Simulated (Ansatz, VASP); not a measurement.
**Al3B2W in VASP and in Ansatz**

```
Al B W
1.0
     4.62609   -1.62402    0.00000
     4.62609    1.62402    0.00000
    -3.96159    0.00000    4.83027
Al B W
3 2 1
Direct
  0.58177 0.58177 0.84741
  0.42397 0.42397 0.15530
  0.17925 0.17925 0.58953
  0.88174 0.88174 0.84278
  0.10989 0.10989 0.15122
  0.82338 0.82338 0.41376
```

Change from the starting cell: species swapped into the Mo2As3P type (Cm, No. 8).

Alike in both runs: task relaxation of cell and atoms; functional PBE; k mesh 10 × 10 × 6; occupations gaussian, width 0.1 eV; no spin polarisation.

|  | VASP | Ansatz |
| --- | --- | --- |
| version | VASP 6.6.1 | Ansatz 0.2.0 |
| potentials or method | VASP PAW PBE potentials, release 64 (Al, B, W_sv), cutoff 600 eV | scalar-relativistic, plane waves, PAW |
| valence electrons in the cell | 29 | 29 |

|  | VASP | Ansatz | Ansatz less VASP |
| --- | --- | --- | --- |
| gap on the k mesh at the Fermi level, each at its own relaxed structure (eV) | none | none | - |
| relaxed volume (Å³/atom) | 12.10 | 12.10 | -0.001 |
| relaxed length of the cell vector where the two differ most in proportion (Å) | 6.257 | 6.260 | +0.0026 |

A gap of «none» marks a metal or a gap that the smearing closes.

Spin-orbit coupling is off throughout.
